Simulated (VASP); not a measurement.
# ZnSn2N2 (Cmmm) in VASP: notebook

Runs on ZnSn2N2. Level: PBE. Tasks: relaxation of cell and atoms, single point.

Everything below comes from runs of VASP 6.6.1. Logs are shortened: lines on timing, memory, paths and dates and some standing lists are left out, and cuts for length are marked.

### 1 The cell of the first run

Symmetry: Cmmm, No. 65, orthorhombic system. The conventional cell has a = 6.323 Å, b = 6.699 Å, c = 6.035 Å, α = 90.00°, β = 90.00°, γ = 90.00°. Zn (site symmetry mmm) has 6 N at 2.79 to 3.21 Å and 2 Sn at 3.02 Å within 3.7 Å. Within 4.0 Å of Sn (site symmetry mmm) lie 4 N at 3.07 Å and 4 Sn at 3.16 to 3.35 Å. Sn (site symmetry mmm) has 2 Zn at 3.02 Å and 4 Sn at 3.16 to 3.35 Å and 4 N at 4.11 Å within 4.2 Å. N (site symmetry m2m) has 1 N at 1.12 Å within 1.5 Å.

The cell was generated, and may not be a known phase.

### 2 Relaxation of cell and atoms, PBE

Contents of INCAR:

```
SYSTEM = ZnSn2N2
ALGO = Normal ; EDIFF = 1E-6
EDIFFG = -0.04 ; ENCUT = 600
GGA = PE ; IBRION = 2
ISIF = 3 ; ISMEAR = 0
LASPH = .True. ; LCHARG = .False.
LREAL = .False. ; LWAVE = .False.
NELM = 80 ; NSW = 90
PREC = Accurate ; SIGMA = 0.1
```

Contents of KPOINTS:

```
k-points
0
Gamma
  4 4 4
  0 0 0
```

Contents of POSCAR:

```
ZnSn2N2
1.0
    3.1617191912     -3.3495556443      0.0000000000
    3.1617191912      3.3495556443      0.0000000000
    0.0000000000      0.0000000000      6.0352674149
Zn Sn N
1 2 2
Direct
    0.5000000000      0.5000000000      0.0000000000
    0.0000000000      0.0000000000      0.5000000000
    0.5000000000      0.5000000000      0.5000000000
    0.9167093871      0.0832906129      0.0000000000
    0.0832906129      0.9167093871      0.0000000000
```

Potentials or basis: VASP PAW PBE potentials, release 64 (Zn, Sn_d, N).

Run with:

```sh
$ cat potpaw_PBE.64/Zn/POTCAR potpaw_PBE.64/Sn_d/POTCAR potpaw_PBE.64/N/POTCAR > POTCAR
$ mpirun -np 1 vasp_std > vasp.out
```

OUTCAR:

```text
SYSTEM = ZnSn2N2
   EDIFF = 1E-6
   EDIFFG = -0.04
   ENCUT = 600
   GGA = PE
   IBRION = 2
   ISIF = 3
   ISMEAR = 0
   LASPH = .True.
   LREAL = .False.
   NELM = 80
   NSW = 90
   PREC = Accurate

 ion  position               nearest neighbor table
   1  0.500  0.500  0.000-   3 3.02   3 3.02
   2  0.000  0.000  0.500-   3 3.16   3 3.16   3 3.35   3 3.35
   3  0.500  0.500  0.500-   1 3.02   1 3.02   2 3.16   2 3.16   2 3.35   2 3.35
   4  0.917  0.083  0.000-   5 1.12
   5  0.083  0.917  0.000-   4 1.12

  LATTYP: Found a base centered orthorhombic cell.
 ALAT       =     6.3234383824
 B/A-ratio  =     1.0594095939
 C/A-ratio  =     0.9544281212

  Lattice vectors:

 A1 = (   3.1617191912,  -3.3495556443,   0.0000000000)
 A2 = (   3.1617191912,   3.3495556443,   0.0000000000)
 A3 = (   0.0000000000,   0.0000000000,   6.0352674149)

Analysis of symmetry for initial positions (statically):
=====================================================================
 Subroutine PRICEL returns:
 Original cell was already a primitive cell.

 Routine SETGRP: Setting up the symmetry group for a
 base centered orthorhombic supercell.

 Subroutine GETGRP returns: Found  8 space group operations
 (whereof  8 operations were pure point group operations)
 out of a pool of  8 trial point group operations.

The static configuration has the point symmetry D_2h.

Analysis of symmetry for dynamics (positions and initial velocities):
=====================================================================
 Subroutine PRICEL returns:
 Original cell was already a primitive cell.

 Routine SETGRP: Setting up the symmetry group for a
 base centered orthorhombic supercell.

 Subroutine GETGRP returns: Found  8 space group operations
 (whereof  8 operations were pure point group operations)
 out of a pool of  8 trial point group operations.

The dynamic configuration has the point symmetry D_2h.

 Subroutine INISYM returns: Found  8 space group operations
 (whereof  8 operations are pure point group operations),
 and found     1 'primitive' translations

----------------------------------------------------------------------------------------

                                     Primitive cell

  volume of cell :     127.8312

  direct lattice vectors                    reciprocal lattice vectors
     3.161719191 -3.349555644  0.000000000     0.158141811 -0.149273532  0.000000000
     3.161719191  3.349555644  0.000000000     0.158141811  0.149273532  0.000000000
     0.000000000  0.000000000  6.035267415     0.000000000  0.000000000  0.165692741

  length of vectors
     4.606081986  4.606081986  6.035267415     0.217465905  0.217465905  0.165692741

  position of ions in fractional coordinates (direct lattice)
     0.500000000  0.500000000  0.000000000
     0.000000000  0.000000000  0.500000000
     0.500000000  0.500000000  0.500000000
     0.916709387  0.083290613  0.000000000
     0.083290613  0.916709387  0.000000000

  ion indices of the primitive-cell ions
   primitive index   ion index
                 1           1
                 2           2
                 3           3
                 4           4
                 5           5

----------------------------------------------------------------------------------------

 KPOINTS: k-points

Automatic generation of k-mesh.
 Grid dimensions read from file:
 generate k-points for:    4    4    4

 Generating k-lattice:

  Cartesian coordinates                     Fractional coordinates (reciprocal lattice)
     0.039535453 -0.037318383  0.000000000     0.250000000  0.000000000  0.000000000
     0.039535453  0.037318383  0.000000000     0.000000000  0.250000000  0.000000000
     0.000000000  0.000000000  0.041423185     0.000000000  0.000000000  0.250000000

  Length of vectors
     0.054366476  0.054366476  0.041423185

  Shift w.r.t. Gamma in fractional coordinates (k-lattice)
     0.000000000  0.000000000  0.000000000

 Subroutine IBZKPT returns following result:
 ===========================================

 Found     21 irreducible k-points:

 Following reciprocal coordinates:
            Coordinates               Weight
  0.000000  0.000000  0.000000      1.000000
  0.250000  0.000000  0.000000      4.000000
  0.500000  0.000000  0.000000      2.000000
  0.250000  0.250000  0.000000      2.000000
  0.500000  0.250000  0.000000      4.000000
 -0.250000  0.250000  0.000000      2.000000
[... 13 lines left out ...]
 -0.250000  0.250000  0.500000      2.000000
  0.500000  0.500000  0.500000      1.000000
   k-points           NKPTS =     21   k-points in BZ     NKDIM =     21   number of bands    NBANDS=     30
   number of dos      NEDOS =    301   number of ions     NIONS =      5
   total plane-waves  NPLWV =  76800
   dimension x,y,z NGX =    40 NGY =   40 NGZ =   48
   dimension x,y,z NGXF=    80 NGYF=   80 NGZF=   96
   ions per type =               1   2   2
   NGX,Y,Z   is equivalent  to a cutoff of  14.44, 14.44, 13.22 a.u.
   NGXF,Y,Z  is equivalent  to a cutoff of  28.87, 28.87, 26.44 a.u.
 SYSTEM =  ZnSn2N2
   PREC   = accura    normal or accurate (medium, high low for compatibility)
   ISTART =      0    job   : 0-new  1-cont  2-samecut
   ICHARG =      2    charge: 1-file 2-atom 10-const
   ISPIN  =      1    spin polarized calculation?
   LNONCOLLINEAR =      F non collinear calculations
   LSORBIT =      F    spin-orbit coupling
   LASPH  =      T    aspherical Exc in radial PAW
   ENCUT  =  600.0 eV  44.10 Ry    6.64 a.u.   9.20  9.20 12.05*2*pi/ulx,y,z
   NELM   =     80;   NELMIN=  2; NELMDL= -5     # of ELM steps
   EDIFF  = 0.1E-05   stopping-criterion for ELM
   LREAL  =      F    real-space projection
   EDIFFG = -.4E-01   stopping-criterion for IOM
   NSW    =     90    number of steps for IOM
   IBRION =      2    ionic relax: 0-MD 1-quasi-New 2-CG
   NFREE  =      1    steps in history (QN), initial steepest desc. (CG)
   ISIF   =      3    stress and relaxation
   ISYM   =      2    0-nonsym 1-usesym 2-fastsym
   POTIM  = 0.5000    time-step for ionic-motion
   TEBEG  =    0.0;   TEEND  =   0.0 temperature during run
   PSTRESS=    0.0 pullay stress
   NELECT =      50.0000    total number of electrons
   NUPDOWN=      -1.0000    fix difference up-down
   EMIN   =  10.00;   EMAX   =-10.00  energy-range for DOS
   EFERMI =   0.00;   METHOD = LEGACY
   ISMEAR =     0;   SIGMA  =   0.10  broadening in eV -4-tet -1-fermi 0-gaus
   EFERMI_NEDOS =   21; number of points for ismear=-14 and -15
   IALGO  =     38    algorithm
   IMIX   =      4    mixing-type and parameters
     AMIX     =   0.40;   BMIX     =  1.00
     AMIX_MAG =   1.60;   BMIX_MAG =  1.00
  volume/ion in A,a.u.               =      25.57       172.53
  Fermi-wavevector in a.u.,A,eV,Ry     =   1.197253  2.262480 19.502782  1.433414
  Thomas-Fermi vector in A             =   2.333172
   LORBIT       =      0    0 simple, 1 ext, 2 COOP (PROOUT), +10 PAW based schemes
   GGA     = PE    functional components
   LHFCALC =     F    Hartree Fock is set to
   AEXX    =    0.0000 exact exchange contribution
   IVDW    =     0    specifies the selected vdW correction
   LEPSILON=     F    determine dielectric tensor
   LRPA    =     F    only Hartree local field effects (RPA)
 conjugate gradient relaxation of ions
 non-spin polarized calculation
 Gauss-broadening in eV      SIGMA  =   0.10
  energy-cutoff  :      600.00
  volume of cell :      127.83
 maximum number of plane-waves:      4292
 NGX is ok and might be reduce to    40
   NGX = 19   NGY = 19   NGZ = 25

--------------------------------------- Ionic step        1  -------------------------------------------

 number of electron      50.0000006 magnetization

 Free energy of the ion-electron system (eV)
  ---------------------------------------------------
  ext. energy  EPLUGINS =         0.00000000
  ---------------------------------------------------
  free energy    TOTEN  =       -22.80618343 eV

  energy without entropy =      -22.79045818  energy(sigma->0) =      -22.79832080

------------------------ aborting loop because EDIFF is reached ----------------------------------------

  FORCE on cell =-STRESS in cart. coord.  units (eV):
  Direction    XX          YY          ZZ          XY          YZ          ZX
  --------------------------------------------------------------------------------------
  -------------------------------------------------------------------------------------
  Total        0.2504792      3.4436036     -2.0502788      0.0000000      0.0000000      0.0000000
  in kB        3.1393898     43.1605257    -25.6972413      0.0000000      0.0000000      0.0000000
  external PRESSURE =       6.8675581 kB  Pullay stress =       0.0000000 kB
[... 98 lines left out ...]
  FREE ENERGIE OF THE ION-ELECTRON SYSTEM (eV)
  ---------------------------------------------------
  free  energy   TOTEN  =       -22.7823814634 eV

  energy  without entropy=      -22.7726765484  energy(sigma->0) =      -22.77752901

[... ionic steps 4 to 15 ...]

--------------------------------------- Ionic step       16  -------------------------------------------

 number of electron      50.0000011 magnetization

------------------------ aborting loop because EDIFF is reached ----------------------------------------

  FORCE on cell =-STRESS in cart. coord.  units (eV):
  Direction    XX          YY          ZZ          XY          YZ          ZX
  --------------------------------------------------------------------------------------
  -------------------------------------------------------------------------------------
  Total       -0.0022818     -0.8956262     -0.0544621      0.0000000      0.0000000      0.0000000
  in kB       -0.0296200    -11.6258700     -0.7069566      0.0000000      0.0000000      0.0000000
  external PRESSURE =      -4.1208155 kB  Pullay stress =       0.0000000 kB
[... 63 lines left out ...]
  energy  without entropy=      -22.9752582640  energy(sigma->0) =      -22.97724386

--------------------------------------- Ionic step       18  -------------------------------------------

 number of electron      50.0000011 magnetization

 Free energy of the ion-electron system (eV)
  ---------------------------------------------------
  ext. energy  EPLUGINS =         0.00000000
  ---------------------------------------------------
  free energy    TOTEN  =       -22.97951280 eV

  energy without entropy =      -22.97559866  energy(sigma->0) =      -22.97755573

 E-fermi :   3.8678     XC(G=0):  -8.8582

 val. band max:        3.8425262373   @ k =   0.5000   0.0000   0.0000
 cond. band min:       3.9066915770   @ k =   0.5000   0.0000   0.5000
 fundamental gap:      0.0641653397
 Fermi energy:         3.8678196077

 k-point     1 :       0.0000    0.0000    0.0000
  band No.  band energies     occupation
      1     -20.5645      2.00000
      2     -18.2377      2.00000
      3     -18.1802      2.00000
      4     -18.1673      2.00000
      5     -17.9834      2.00000
      6     -17.9488      2.00000
[... 714 lines left out ...]
  FREE ENERGIE OF THE ION-ELECTRON SYSTEM (eV)
  ---------------------------------------------------
  free  energy   TOTEN  =       -22.9795127955 eV

  energy  without entropy=      -22.9755986586  energy(sigma->0) =      -22.97755573

 reached required accuracy - stopping structural energy minimisation
```

Wall time 17 min (1 thread of Intel Xeon 8259CL, shared host); peak memory 0.35 GiB.

What came out:

```
Free energy                           : -22.9795 eV
Relaxed volume                        : 24.69 Å³/atom
Relaxed cell                          : a = 4.712 Å, b = 4.712 Å, c = 5.581 Å, α = 90.00°, β = 90.00°, γ = 95.09°
Space group after relaxing (to 0.1 Å) : Cmmm (No. 65)
Energy gained by relaxing             : 34.7 meV/atom
Ionic steps                           : 18
Pressure after relaxing               : 0.0 GPa
Largest force after relaxing          : 0.020 eV/Å
Band gap on the k mesh                : zero (bands 25 and 26 overlap by 1.31 eV)
```

Forces in eV/Å, atoms in the order of the input:
```
Zn   0.000  0.000  0.000
Sn   0.000  0.000  0.000
Sn   0.000  0.000  0.000
N    0.000 -0.020  0.000
N    0.000  0.020  0.000
```

Step by step:
```csv
step,energy change (eV),largest force (eV/Å),pressure (GPa),volume (Å³)
1,0.0000,2.1187,0.69,127.83
2,1.4619,9.8607,-8.59,129.78
3,0.0238,3.2516,-2.54,128.23
4,-0.0220,0.9307,-1.10,128.01
5,-0.0235,0.5125,-0.83,127.98
6,-0.0236,0.3580,-0.75,127.97
7,-0.0885,0.4560,-0.77,126.37
8,-0.1581,0.8797,0.03,121.25
9,-0.1674,0.7535,-0.43,122.98
10,0.2743,12.0957,6.89,121.00
11,-0.1705,0.0422,0.10,122.80
12,-0.1705,0.0247,0.08,122.81
13,-0.1723,0.0358,0.12,122.87
14,-0.1730,0.0466,0.15,122.92
15,-0.1730,0.0494,0.16,122.94
16,-0.1703,0.7827,-0.41,123.43
17,-0.1730,0.0576,0.07,123.00
18,-0.1733,0.0202,0.04,123.44
```

Final structure:
```cif
data_structure
_symmetry_space_group_name_H-M 'P 1'
_symmetry_Int_Tables_number 1
_cell_length_a 4.7123
_cell_length_b 4.7123
_cell_length_c 5.5810
_cell_angle_alpha 90.000
_cell_angle_beta 90.000
_cell_angle_gamma 95.095
_cell_volume 123.44
loop_
_atom_site_label
_atom_site_type_symbol
_atom_site_fract_x
_atom_site_fract_y
_atom_site_fract_z
_atom_site_occupancy
Zn1 Zn 0.50000 0.50000 0.00000 1
Sn1 Sn 0.00000 0.00000 0.50000 1
Sn2 Sn 0.50000 0.50000 0.50000 1
N1 N 0.91765 0.08235 0.00000 1
N2 N 0.08235 0.91765 0.00000 1
```

Levels at points of the mesh, in eV from the Fermi level:
```csv
k point,band 21,band 22,band 23,band 24,band 25,band 26,band 27,band 28,band 29,band 30
"(0.00, 0.00, 0.00)",-6.41,-4.71,-1.79,-1.69,-0.69,-0.63,0.19,0.50,2.86,3.16
"(0.50, 0.00, 0.00)",-6.49,-6.28,-1.65,-1.22,-0.03,0.44,0.69,0.70,1.43,1.63
"(0.50, 0.50, 0.00)",-6.67,-5.51,-3.05,-2.86,-1.19,-0.92,0.11,1.15,2.38,3.53
"(0.00, 0.00, 0.50)",-7.03,-3.94,-3.46,-1.66,-1.25,0.27,0.76,1.33,3.44,3.76
"(0.50, 0.00, 0.50)",-7.01,-5.88,-3.64,-0.63,0.04,0.64,0.80,1.19,1.56,2.07
"(0.50, 0.50, 0.50)",-6.63,-5.21,-3.76,-3.16,-3.07,1.02,1.05,1.15,2.06,2.25
```

Caveat: the standard files for N, O and F lose accuracy on very short bonds; spin-orbit coupling is left out, which moves the levels of the heavy elements.

### 3 Single point, PBE

This run uses another cell than the first one, of 24.70 Å³/atom.

Contents of INCAR:

```
  PREC = Accurate
  ENCUT = 520
  EDIFF = 1E-6
  ISMEAR = 0
  SIGMA = 0.1
  LREAL = F
  LASPH = T
  NELM = 80
  ALGO = Normal
  ISIF = 2
  LWAVE = F
  LCHARG = F
  GGA = PE
  NBANDS = 33
```

Contents of KPOINTS:

```
regular mesh
0
Gamma
  8 8 8
```

Contents of POSCAR:

```
ZnSn2N2
1.0
    3.1970465163     -3.3976586476      0.0000000000
    3.1970465163      3.3976586476      0.0000000000
    0.0000000000      0.0000000000      5.6836110450
Zn Sn N
1 2 2
Direct
    0.5000000000      0.5000000000      0.0000000000
    0.0000000000      0.0000000000      0.5000000000
    0.5000000000      0.5000000000      0.5000000000
    0.9167260081      0.0832739919      0.0000000000
    0.0832739919      0.9167260081      0.0000000000
```

Potentials or basis: VASP PAW PBE potentials, release 64 (Zn, Sn_d, N).

Run with:

```sh
$ cat potpaw_PBE.64/Zn/POTCAR potpaw_PBE.64/Sn_d/POTCAR potpaw_PBE.64/N/POTCAR > POTCAR
$ mpirun -np 1 vasp_std > vasp.out
```

It took 6.1 min on 1 thread of Intel Xeon 8259CL, shared host; peak memory 0.5 GiB.

Results (log left out):

* Free energy: -22.8778 eV
* Pressure: 0.5 GPa
* Largest force: 1.179 eV/Å
* Band gap on the k mesh: zero (bands 25 and 26 overlap by 1.41 eV)

Forces in eV/Å, atoms in the order of the input:
```
Zn   0.000  0.000  0.000
Sn   0.000  0.000  0.000
Sn   0.000  0.000  0.000
N    0.000  1.179  0.000
N    0.000 -1.179  0.000
```

Stress tensor (GPa, compression positive):
```
-0.07  0.00  0.00
 0.00  1.60  0.00
 0.00  0.00 -0.05
```

Levels at points of the mesh, in eV from the Fermi level:
```tsv
k point	band 23	band 24	band 25	band 26	band 27	band 28
(0.00, 0.00, 0.00)	-1.79	-1.55	-0.81	-0.66	0.24	0.59
(0.50, 0.00, 0.00)	-1.60	-1.26	0.12	0.51	0.78	0.84
(0.50, 0.50, 0.00)	-3.08	-2.93	-1.07	-0.97	0.19	1.24
(0.00, 0.00, 0.50)	-3.31	-1.51	-1.29	0.32	0.61	1.37
(0.50, 0.00, 0.50)	-3.50	-0.44	-0.02	0.79	0.81	1.17
(0.50, 0.50, 0.50)	-3.56	-3.20	-3.09	0.92	1.07	1.24
```

Caveat: the standard files for N, O and F lose accuracy on very short bonds; spin-orbit coupling is left out, which moves the levels of the heavy elements; forces of over 1 eV/Å act on the atoms, so gaps and moduli don't describe the material at rest.

The gap in the log of VASP goes by the Fermi energy; the results here count the filled bands.